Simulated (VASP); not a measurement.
A run of VASP 6.6.1 is set up as follows.

The input POSCAR:

```
Al4AsN3
1.0
   -2.3808706432      2.3808706432      4.5202561000
    2.3808706432     -2.3808706432      4.5202561000
    2.3808706432      2.3808706432     -4.5202561000
N Al As
3 4 1
Direct
    0.2500000000      0.7500000000      0.5000000000
    0.5000000000      0.5000000000      0.0000000000
    0.7500000000      0.2500000000      0.5000000000
    0.8546622929      0.4255040747      0.0000000000
    0.1453377071      0.1453377071      0.5708417819
    0.4255040747      0.8546622929      0.0000000000
    0.5744959253      0.5744959253      0.4291582181
    0.0000000000      0.0000000000      0.0000000000
```

File INCAR.step1:

```
PREC     = Accurate       # precision mode
ENCUT    = 520            # plane-wave cutoff, eV
EDIFF    = 1E-5           # SCF threshold, eV
ISMEAR   = 0              # smearing method
SIGMA    = 0.01           # smearing width, eV
LREAL    = F              # projectors in reciprocal space
LASPH    = T              # aspherical terms in the spheres
NELM     = 60             # most SCF steps
ALGO     = Normal         # electronic algorithm
ISIF     = 2              # what is computed and relaxed
LWAVE    = T              # write WAVECAR
LCHARG   = F              # write CHGCAR
GGA      = PE             # functional
NBANDS   = 26             # bands
KPAR     = 2
```

File INCAR.step2:

```
PREC     = Accurate       # precision mode
ENCUT    = 520            # plane-wave cutoff, eV
EDIFF    = 1E-6           # SCF threshold, eV
ISMEAR   = 0              # smearing method
SIGMA    = 0.01           # smearing width, eV
LREAL    = F              # projectors in reciprocal space
LASPH    = T              # aspherical terms in the spheres
NELM     = 60             # most SCF steps
ALGO     = Normal         # electronic algorithm
ISIF     = 2              # what is computed and relaxed
LWAVE    = F              # write WAVECAR
LCHARG   = F              # write CHGCAR
GGA      = PE             # functional
LHFCALC  = T              # exact exchange
HFSCREEN = 0.2079         # screening, 1/A
PRECFOCK = Fast         
ISTART   = 1            
NBANDS   = 26             # bands
KPAR     = 2
```

KPOINTS

```
regular mesh
0
Gamma
  4 4 4
```

Potentials or basis: VASP PAW PBE potentials, release 64 (N, Al, As).

Launch:

```sh
$ cat potpaw_PBE.64/N/POTCAR potpaw_PBE.64/Al/POTCAR potpaw_PBE.64/As/POTCAR > POTCAR
$ cp INCAR.step1 INCAR
$ mpirun -np 2 vasp_std > vasp.out
$ cp INCAR.step2 INCAR
$ mpirun -np 2 vasp_std > vasp.out
```

Problem. What does it give for the largest force?

Solution. 0.062 eV/Å.

Problem. Estimate the band gap on the k mesh.

Solution. 1.38 eV (least direct gap 1.82 eV).

Problem. What does it give for the pressure?

Solution. -0.6 GPa.

Forces in eV/Å, atoms in the order of the input:
```
N    0.000  0.000  0.000
N    0.000  0.000  0.000
N    0.000  0.000  0.000
Al   0.039 -0.039  0.029
Al   0.039  0.039 -0.029
Al  -0.039  0.039  0.029
Al  -0.039 -0.039 -0.029
As   0.000  0.000  0.000
```

Caveat: the PAW data sets were made with another functional, which shifts forces and pressure a little. A k mesh can miss the band edges.
